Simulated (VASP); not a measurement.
# Al2As (P4mm) in VASP: a series of runs

Al2As is run at these levels: PBE; tasks: single point, relaxation of cell and atoms.

Program: VASP 6.6.1. These are calculated values, not measurements. Logs are shortened: lines on timing, memory, paths and dates and some standing lists are left out, and cuts for length are marked.

### Step 1. The cell of the first run

The structure is tetragonal, space group P4mm (No. 99). Conventional cell: a = 3.321 Å, b = 3.321 Å, c = 5.386 Å, α = 90.00°, β = 90.00°, γ = 90.00°. Within 3.4 Å of Al (site symmetry 4mm) lie 2 As at 2.55 to 2.83 Å and 8 Al at 2.80 to 3.32 Å. Al (site symmetry 4mm) has 4 As at 2.69 Å and 8 Al at 2.80 to 3.32 Å within 3.5 Å. Within 3.4 Å of As (site symmetry 4mm) lie 6 Al at 2.55 to 2.83 Å and 4 As at 3.32 Å.

### Step 2. Single point, PBE

Input file INCAR:

```
SYSTEM = Al2As
PREC = Accurate
ENCUT = 520
EDIFF = 1E-6
ISMEAR = 0
SIGMA = 0.1
LREAL = .FALSE.
LASPH = .TRUE.
NELM = 100
ALGO = Fast
ISIF = 2
LWAVE = .FALSE.
LCHARG = .FALSE.
GGA = PE
NBANDS = 12
```

Input file KPOINTS:

```
regular mesh
0
G
  6 6 4
  0 0 0
```

Input file POSCAR:

```
Al2As
1.0
    3.3206535950      0.0000000000      0.0000000000
    0.0000000000      3.3206535950      0.0000000000
    0.0000000000      0.0000000000      5.3863491756
Al As
2 1
Direct
    0.0000000000      0.0000000000      0.6183323230
    0.5000000000      0.5000000000      0.3340166782
    0.0000000000      0.0000000000      0.0922209088
```

Potentials or basis: VASP PAW PBE potentials, release 64 (Al, As).

On the command line:

```
$ cat potpaw_PBE.64/Al/POTCAR potpaw_PBE.64/As/POTCAR > POTCAR
$ mpirun -np 1 vasp_std > vasp.out
```

OUTCAR:

```text
SYSTEM = Al2As
   PREC = Accurate
   ENCUT = 520
   EDIFF = 1E-6
   ISMEAR = 0
   LREAL = .FALSE.
   LASPH = .TRUE.
   NELM = 100
   ISIF = 2
   GGA = PE

 ion  position               nearest neighbor table
   1  0.000  0.000  0.618-   3 2.55   2 2.80   2 2.80   2 2.80   2 2.80   3 2.83
   2  0.500  0.500  0.334-   3 2.69   3 2.69   3 2.69   3 2.69   1 2.80   1 2.80   1 2.80   1 2.80

   3  0.000  0.000  0.092-   1 2.55   2 2.69   2 2.69   2 2.69   2 2.69   1 2.83

  LATTYP: Found a simple tetragonal cell.
 ALAT       =     3.3206535950
 C/A-ratio  =     1.6220749986

  Lattice vectors:

 A1 = (   3.3206535950,   0.0000000000,   0.0000000000)
 A2 = (   0.0000000000,   3.3206535950,   0.0000000000)
 A3 = (   0.0000000000,   0.0000000000,   5.3863491756)

Analysis of symmetry for initial positions (statically):
=====================================================================
 Subroutine PRICEL returns:
 Original cell was already a primitive cell.

 Routine SETGRP: Setting up the symmetry group for a
 simple tetragonal supercell.

 Subroutine GETGRP returns: Found  8 space group operations
 (whereof  8 operations were pure point group operations)
 out of a pool of 16 trial point group operations.

The static configuration has the point symmetry C_4v.

Analysis of symmetry for dynamics (positions and initial velocities):
=====================================================================
 Subroutine PRICEL returns:
 Original cell was already a primitive cell.

 Routine SETGRP: Setting up the symmetry group for a
 simple tetragonal supercell.

 Subroutine GETGRP returns: Found  8 space group operations
 (whereof  8 operations were pure point group operations)
 out of a pool of 16 trial point group operations.

The dynamic configuration has the point symmetry C_4v.

 Subroutine INISYM returns: Found  8 space group operations
 (whereof  8 operations are pure point group operations),
 and found     1 'primitive' translations

----------------------------------------------------------------------------------------

                                     Primitive cell

  volume of cell :      59.3939

  direct lattice vectors                    reciprocal lattice vectors
     3.320653595  0.000000000  0.000000000     0.301145534  0.000000000  0.000000000
     0.000000000  3.320653595  0.000000000     0.000000000  0.301145534  0.000000000
     0.000000000  0.000000000  5.386349176     0.000000000  0.000000000  0.185654507

  length of vectors
     3.320653595  3.320653595  5.386349176     0.301145534  0.301145534  0.185654507

  position of ions in fractional coordinates (direct lattice)
     0.000000000  0.000000000  0.618332323
     0.500000000  0.500000000  0.334016678
     0.000000000  0.000000000  0.092220909

  ion indices of the primitive-cell ions
   primitive index   ion index
                 1           1
                 2           2
                 3           3

----------------------------------------------------------------------------------------

 KPOINTS: regular mesh

Automatic generation of k-mesh.
 Grid dimensions read from file:
 generate k-points for:    6    6    4

 Generating k-lattice:

  Cartesian coordinates                     Fractional coordinates (reciprocal lattice)
     0.050190922  0.000000000  0.000000000     0.166666667  0.000000000  0.000000000
     0.000000000  0.050190922  0.000000000     0.000000000  0.166666667  0.000000000
     0.000000000  0.000000000  0.046413627     0.000000000  0.000000000  0.250000000

  Length of vectors
     0.050190922  0.050190922  0.046413627

  Shift w.r.t. Gamma in fractional coordinates (k-lattice)
     0.000000000  0.000000000  0.000000000

 Subroutine IBZKPT returns following result:
 ===========================================

 Found     30 irreducible k-points:

 Following reciprocal coordinates:
            Coordinates               Weight
  0.000000  0.000000  0.000000      1.000000
  0.166667  0.000000  0.000000      4.000000
  0.333333  0.000000  0.000000      4.000000
  0.500000  0.000000  0.000000      2.000000
  0.166667  0.166667  0.000000      4.000000
  0.333333  0.166667  0.000000      8.000000
[... 16 lines left out ...]
  0.333333  0.000000  0.500000      4.000000
  0.500000  0.000000  0.500000      2.000000
 [... further k-points ...]
   k-points           NKPTS =     30   k-points in BZ     NKDIM =     30   number of bands    NBANDS=     12
   number of dos      NEDOS =    301   number of ions     NIONS =      3
   total plane-waves  NPLWV =  31360
   dimension x,y,z NGX =    28 NGY =   28 NGZ =   40
   dimension x,y,z NGXF=    56 NGYF=   56 NGZF=   80
   ions per type =               2   1
   NGX,Y,Z   is equivalent  to a cutoff of  14.02, 14.02, 12.35 a.u.
   NGXF,Y,Z  is equivalent  to a cutoff of  28.04, 28.04, 24.69 a.u.
 SYSTEM =  Al2As
   PREC   = accura    normal or accurate (medium, high low for compatibility)
   ISTART =      0    job   : 0-new  1-cont  2-samecut
   ICHARG =      2    charge: 1-file 2-atom 10-const
   ISPIN  =      1    spin polarized calculation?
   LNONCOLLINEAR =      F non collinear calculations
   LSORBIT =      F    spin-orbit coupling
   LASPH  =      T    aspherical Exc in radial PAW
   ENCUT  =  520.0 eV  38.22 Ry    6.18 a.u.   6.17  6.17 10.02*2*pi/ulx,y,z
   NELM   =    100;   NELMIN=  2; NELMDL= -5     # of ELM steps
   EDIFF  = 0.1E-05   stopping-criterion for ELM
   LREAL  =      F    real-space projection
   EDIFFG = 0.1E-04   stopping-criterion for IOM
   NSW    =      0    number of steps for IOM
   IBRION =     -1    ionic relax: 0-MD 1-quasi-New 2-CG
   NFREE  =      0    steps in history (QN), initial steepest desc. (CG)
   ISIF   =      2    stress and relaxation
   ISYM   =      2    0-nonsym 1-usesym 2-fastsym
   POTIM  = 0.5000    time-step for ionic-motion
   TEBEG  =    0.0;   TEEND  =   0.0 temperature during run
   PSTRESS=    0.0 pullay stress
   NELECT =      11.0000    total number of electrons
   NUPDOWN=      -1.0000    fix difference up-down
   EMIN   =  10.00;   EMAX   =-10.00  energy-range for DOS
   EFERMI =   0.00;   METHOD = LEGACY
   ISMEAR =     0;   SIGMA  =   0.10  broadening in eV -4-tet -1-fermi 0-gaus
   EFERMI_NEDOS =   21; number of points for ismear=-14 and -15
   IALGO  =     68    algorithm
   IMIX   =      4    mixing-type and parameters
     AMIX     =   0.40;   BMIX     =  1.00
     AMIX_MAG =   1.60;   BMIX_MAG =  1.00
  volume/ion in A,a.u.               =      19.80       133.60
  Fermi-wavevector in a.u.,A,eV,Ry     =   0.933165  1.763426 11.847915  0.870797
  Thomas-Fermi vector in A             =   2.059838
   LORBIT       =      0    0 simple, 1 ext, 2 COOP (PROOUT), +10 PAW based schemes
   GGA     = PE    functional components
   LHFCALC =     F    Hartree Fock is set to
   AEXX    =    0.0000 exact exchange contribution
   IVDW    =     0    specifies the selected vdW correction
   LEPSILON=     F    determine dielectric tensor
   LRPA    =     F    only Hartree local field effects (RPA)
 non-spin polarized calculation
 RMM-DIIS sequential band-by-band and
 Gauss-broadening in eV      SIGMA  =   0.10
  energy-cutoff  :      520.00
  volume of cell :       59.39
 maximum number of plane-waves:      1612
 NGX is ok and might be reduce to    28
   NGX = 13   NGY = 13   NGZ = 21

 number of electron      11.0000000 magnetization

 Free energy of the ion-electron system (eV)
  ---------------------------------------------------
  ext. energy  EPLUGINS =         0.00000000
  ---------------------------------------------------
  free energy    TOTEN  =       -11.92618752 eV

  energy without entropy =      -11.91957073  energy(sigma->0) =      -11.92287913

 E-fermi :   5.9071     XC(G=0):  -9.6936

 val. band max:        5.8751249124   @ k =   0.0000   0.0000   0.5000
 cond. band min:       5.9569168384   @ k =   0.1667   0.0000   0.0000
 fundamental gap:      0.0817919260
 Fermi energy:         5.9070814168

 k-point     1 :       0.0000    0.0000    0.0000
  band No.  band energies     occupation
      1      -7.1246      2.00000
      2      -1.0482      2.00000
      3       0.4160      2.00000
      4       5.6795      1.99871
      5       5.6795      1.99871
      6       8.3319      0.00000
      7       9.4211      0.00000
      8      10.8061      0.00000
      9      10.8061      0.00000
     10      12.0075      0.00000
     11      13.2423      0.00000
     12      13.6409      0.00000

 k-point     2 :       0.1667    0.0000    0.0000
  band No.  band energies     occupation
      1      -6.8265      2.00000
      2      -0.7680      2.00000
      3       0.7169      2.00000
      4       3.2213      2.00000
      5       5.9569      0.48095
      6       8.0551      0.00000
      7       9.2726      0.00000
      8      10.3759      0.00000
      9      11.0604      0.00000
     10      12.1166      0.00000
     11      13.2179      0.00000
     12      13.8048      0.00000

 k-point     3 :       0.3333    0.0000    0.0000
  band No.  band energies     occupation
      1      -6.0445      2.00000
      2      -0.4968      2.00000
      3       1.0753      2.00000
      4       1.5388      2.00000
      5       5.1995      2.00000
      6       6.6740      0.00000
      7       7.7159      0.00000
      8      10.3431      0.00000
      9      11.4854      0.00000
     10      13.1904      0.00000
     11      13.6974      0.00000
     12      14.6474      0.00000
[... 286 lines left out ...]
 k-point    23 :       0.3333    0.0000    0.5000
  band No.  band energies     occupation
      1      -5.8483      2.00000
      2      -1.6616      2.00000
      3       0.5921      2.00000
      4       3.2465      2.00000
      5       6.4595      0.00000
      6       6.8464      0.00000
      7       7.7006      0.00000
      8      10.6192      0.00000
      9      10.6233      0.00000
     10      12.3065      0.00000
     11      12.5720      0.00000
     12      13.0922      0.00000

 k-point    24 :       0.5000    0.0000    0.5000
  band No.  band energies     occupation
      1      -5.2899      2.00000
      2      -0.9807      2.00000
      3      -0.5094      2.00000
      4       1.8828      2.00000
      5       6.8232      0.00000
      6       7.3424      0.00000
      7       8.5810      0.00000
      8      10.8623      0.00000
      9      11.3186      0.00000
     10      11.3451      0.00000
     11      11.8112      0.00000
     12      11.8663      0.00000

 [... further k-points ...]
[... 5 lines left out ...]
  --------------------------------------------------------------------------------------
  -------------------------------------------------------------------------------------
  Total        0.0232422      0.0232422      0.0474522      0.0000000      0.0000000      0.0000000
  in kB        0.6269701      0.6269701      1.2800446      0.0000000      0.0000000      0.0000000
  external PRESSURE =       0.8446616 kB  Pullay stress =       0.0000000 kB

 VOLUME and BASIS-vectors are now :
 -----------------------------------------------------------------------------
  energy-cutoff  :      520.00
  volume of cell :       59.39
      direct lattice vectors                 reciprocal lattice vectors
     3.320653595  0.000000000  0.000000000     0.301145534  0.000000000  0.000000000
     0.000000000  3.320653595  0.000000000     0.000000000  0.301145534  0.000000000
     0.000000000  0.000000000  5.386349176     0.000000000  0.000000000  0.185654507

 POSITION                                       TOTAL-FORCE (eV/Angst)
 -----------------------------------------------------------------------------------
      0.00000      0.00000      3.33055         0.000000     -0.000000     -0.024806
      1.66033      1.66033      1.79913         0.000000      0.000000      0.025883
      0.00000      0.00000      0.49673         0.000000     -0.000000     -0.001077
 -----------------------------------------------------------------------------------
    total drift:                               -0.000000     -0.000000      0.000272

  FREE ENERGIE OF THE ION-ELECTRON SYSTEM (eV)
  ---------------------------------------------------
  free  energy   TOTEN  =       -11.9261875175 eV

  energy  without entropy=      -11.9195707337  energy(sigma->0) =      -11.92287913
```

It took 22 s on 1 thread of AMD EPYC 7R43 (Zen 3), shared host; peak memory 0.14 GiB.

What came out:

| Quantity | Value |
| --- | --- |
| Free energy | -11.9262 eV |
| Pressure | 0.1 GPa |
| Largest force | 0.026 eV/Å |

Forces in eV/Å, atoms in the order of the input:
```
Al   0.000  0.000 -0.025
Al   0.000  0.000  0.026
As   0.000  0.000 -0.001
```

### Step 3. Single point, PBE

This run uses another cell than the first one, of 20.58 Å³/atom, 1.039 times its volume.

Input file INCAR:

```
ALGO = Normal
EDIFF = 1E-6
ENCUT = 520
GGA = PE
ISIF = 2
ISMEAR = 0
LASPH = T
LCHARG = F
LREAL = F
LWAVE = F
NBANDS = 12
NELM = 60
PREC = Accurate
SIGMA = 0.1
```

Input file KPOINTS:

```
k-points
0
Gamma
  6 6 4
```

Input file POSCAR:

```
Al2As
1.0
    3.2749957100      0.0000000000      0.0000000000
    0.0000000000      3.2749957100      0.0000000000
    0.0000000000      0.0000000000      5.7557407600
Al As
2 1
Direct
    0.0000000000      0.0000000000      0.7460657400
    0.5000000000      0.5000000000      0.1831273500
    0.0000000000      0.0000000000      0.1153768200
```

Potentials or basis: VASP PAW PBE potentials, release 64 (Al, As).

On the command line:

```
$ cat potpaw_PBE.64/Al/POTCAR potpaw_PBE.64/As/POTCAR > POTCAR
$ mpirun -np 1 vasp_std > vasp.out
```

Wall time 20 s (1 thread of AMD EPYC 7R43 (Zen 3), shared host); peak memory 0.14 GiB.

The run converged. Its results:

| Quantity | Value |
| --- | --- |
| Free energy | -9.5373 eV |
| Pressure | 20.6 GPa |
| Largest force | 5.077 eV/Å |

Forces in eV/Å, atoms in the order of the input:
```
Al   0.000  0.000 -5.077
Al   0.000  0.000  1.033
As   0.000  0.000  4.044
```

Stress tensor (GPa, compression positive):
```
19.88  0.00  0.00
 0.00 19.88  0.00
 0.00  0.00 22.18
```

Levels at points of the mesh, in eV from the Fermi level:
```
           k point  band 2  band 3  band 4  band 5  band 6  band 7  band 8  band 9
(0.00, 0.00, 0.00)   -6.69   -4.54   -1.61   -1.61    1.90    2.94    4.50    6.33
(0.50, 0.00, 0.00)   -8.42   -4.70   -1.89   -1.37   -0.12   -0.09    4.63    4.80
(0.50, 0.50, 0.00)   -6.37   -6.37   -2.96   -2.85    0.73    0.73    0.82    2.67
(0.00, 0.00, 0.50)   -7.67   -1.73   -1.58   -1.58    0.61    2.22    3.06    5.52
(0.50, 0.00, 0.50)   -8.35   -5.46   -2.71   -0.07    0.28    3.32    3.91    4.69
(0.50, 0.50, 0.50)   -6.32   -6.32   -3.49   -2.72   -0.20   -0.20    1.39    2.58
```

Caveat: forces of over 1 eV/Å act on the atoms, so gaps and moduli don't describe the material at rest.

### Step 4. Relaxation of cell and atoms, PBE

This run uses another cell than the first one, of 20.58 Å³/atom, 1.039 times its volume.

Input file INCAR:

```
SYSTEM = Al2As
  PREC = Accurate
  ENCUT = 600
  EDIFF = 1E-7
  ISMEAR = 0
  SIGMA = 0.1
  LREAL = .FALSE.
  LASPH = .TRUE.
  NELM = 80
  ALGO = Normal
  ISIF = 3
  LWAVE = .FALSE.
  LCHARG = .FALSE.
  GGA = PE
  IBRION = 2
  NSW = 90
  EDIFFG = -0.04
```

Input file KPOINTS:

```
regular mesh
0
G
  6 6 4
  0 0 0
```

POSCAR is that of step 3.

On the command line:

```
$ cat potpaw_PBE.64/Al/POTCAR potpaw_PBE.64/As/POTCAR > POTCAR
$ mpirun -np 1 vasp_std > vasp.out
```

It took 8.7 min on 1 thread of AMD EPYC 7R43 (Zen 3), shared host; peak memory 0.18 GiB.

It converged, with:

| Item | Value |
| --- | --- |
| Free energy | -11.9264 eV |
| Relaxed volume | 19.84 Å³/atom |
| Relaxed cell | a = 3.323 Å, b = 3.323 Å, c = 5.390 Å, α = 90.00°, β = 90.00°, γ = 90.00° |
| Space group after relaxing (to 0.05 Å) | P4mm (No. 99) |
| Energy gained by relaxing | 796.3 meV/atom |
| Ionic steps | 42 |
| Pressure after relaxing | 0.0 GPa |
| Largest force after relaxing | 0.038 eV/Å |

Forces on the atoms (eV/Å):
```
Al   0.000  0.000  0.038
Al   0.000  0.000 -0.025
As   0.000  0.000 -0.013
```

The path:
| step | energy change (eV) | largest force (eV/Å) | pressure (GPa) | volume (Å³) |
| --- | --- | --- | --- | --- |
| 1 | 0.0000 | 5.0766 | 20.65 | 61.73 |
| 3 | -1.2724 | 0.2799 | -0.12 | 77.14 |
| 5 | -1.3339 | 0.3839 | -1.40 | 77.39 |
| 7 | -0.8851 | 3.7919 | 1.19 | 71.62 |
| 9 | -1.4251 | 1.4759 | -2.40 | 75.80 |
| 11 | -1.4906 | 1.6027 | -2.23 | 74.14 |
| 13 | -1.5020 | 1.6444 | -1.97 | 72.89 |
| 15 | -1.7058 | 0.3804 | -0.55 | 68.84 |
| 17 | -1.7444 | 0.3161 | 0.04 | 68.06 |
| 19 | -1.7710 | 0.3367 | 0.02 | 68.27 |
| 21 | -1.7863 | 0.3766 | -0.15 | 68.36 |
| 23 | -1.8645 | 0.4513 | -1.23 | 68.76 |
| 25 | -2.0327 | 0.6528 | -5.65 | 70.36 |
| 27 | -2.0430 | 0.6266 | -5.16 | 69.96 |
| 29 | -2.0593 | 0.6480 | -5.15 | 69.69 |
| 31 | -2.1009 | 0.7027 | -5.02 | 68.63 |
| 33 | -2.1601 | 0.7130 | -4.36 | 67.15 |
| 35 | -2.3164 | 0.8033 | 0.06 | 60.71 |
| 37 | -2.3546 | 0.6093 | 1.56 | 58.69 |
| 39 | -2.3852 | 0.0920 | 1.12 | 58.55 |
| 41 | -2.3884 | 0.0524 | 0.41 | 59.13 |
| 42 | -2.3889 | 0.0378 | -0.04 | 59.52 |

Final structure:
```
Al As
1.0
     3.32326    0.00000    0.00000
     0.00000    3.32326    0.00000
     0.00000    0.00000    5.38961
Al As
2 1
Direct
  0.00000 0.00000 0.61690
  0.50000 0.50000 0.33557
  0.00000 0.00000 0.09210
```

Levels at points of the mesh, in eV from the Fermi level:
```tsv
k point	band 1	band 2	band 3	band 4	band 5	band 6	band 7	band 8	band 9
(0.00, 0.00, 0.00)	-13.01	-6.97	-5.47	-0.22	-0.22	2.42	3.51	4.86	4.86
(0.50, 0.00, 0.00)	-11.34	-7.19	-4.52	-3.43	-2.55	0.63	1.30	5.21	5.59
(0.50, 0.50, 0.00)	-9.92	-4.93	-4.93	-2.77	-2.59	-0.63	-0.13	-0.13	1.84
(0.00, 0.00, 0.50)	-12.78	-8.80	-1.18	-0.02	-0.02	0.40	2.71	3.62	3.62
(0.50, 0.00, 0.50)	-11.18	-6.87	-6.41	-4.02	0.92	1.44	2.66	5.40	5.91
(0.50, 0.50, 0.50)	-9.80	-4.62	-4.62	-4.23	-2.32	-1.67	-1.67	0.69	3.46
```

### Step 5. Overview

| task | cell | cutoff (eV) | gap on the mesh (eV) | pressure (GPa) | largest force (eV/Å) |
| --- | --- | --- | --- | --- | --- |
| single point | a = 3.321, b = 3.321, c = 5.386 Å, 3 atoms | 520 | none | 0.1 | 0.03 |
| single point | a = 3.275, b = 3.275, c = 5.756 Å, 3 atoms | 520 | none | 20.6 | 5.08 |
| relaxation of cell and atoms | relaxed from a = 3.275, b = 3.275, c = 5.756 Å, 3 atoms | 600 | none | 0.0 | 0.04 |

Alike in all rows: level PBE; potentials or basis VASP PAW PBE potentials, release 64 (Al, As); no spin polarisation; k mesh 6 × 6 × 4; smearing gaussian 0.1 eV.

Caveats: forces of over 1 eV/Å act on the atoms, so gaps and moduli don't describe the material at rest (some runs).

Absolute energies hang on the potentials; compare differences alone.
